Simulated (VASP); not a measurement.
A run of VASP 6.6.1 is set up as follows.

Contents of INCAR:

```
SYSTEM = YTe
PREC = Accurate
ENCUT = 520
EDIFF = 1E-7
ISMEAR = 0
SIGMA = 0.1
LREAL = .FALSE.
LASPH = .TRUE.
NELM = 150
ALGO = Normal
ISIF = 2
LWAVE = .FALSE.
LCHARG = .FALSE.
ISPIN = 2
MAGMOM = 0.28 0
LORBIT = 11
LMAXMIX = 4
GGA = PS
NBANDS = 20
```

File KPOINTS:

```
Automatic mesh
0
G
  12 12 10
  0 0 0
```

File POSCAR:

```
YTe
1.0
    4.0223623980      0.0000000000      0.0000000000
   -2.0111811990      3.4834680199      0.0000000000
    0.0000000000      0.0000000000      3.9867489767
Y Te
1 1
Direct
    0.3333333333      0.6666666667      0.0000000000
    0.6666666667      0.3333333333      0.5000000000
```

Potentials or basis: VASP PAW PBE potentials, release 64 (Y_sv, Te).

The run is started by

```bash
$ cat potpaw_PBE.64/Y_sv/POTCAR potpaw_PBE.64/Te/POTCAR > POTCAR
$ mpirun -np 1 vasp_std > vasp.out
```

Question: What does it give for the net moment?

Answer: 0.66 μB per cell.

Question: Predict the site moments.

Answer: Y +0.35; Te -0.01 μB.

Question: Predict the pressure.

Answer: 1.0 GPa.

Caveat: the PAW data sets were made with another functional, which shifts forces and pressure a little.
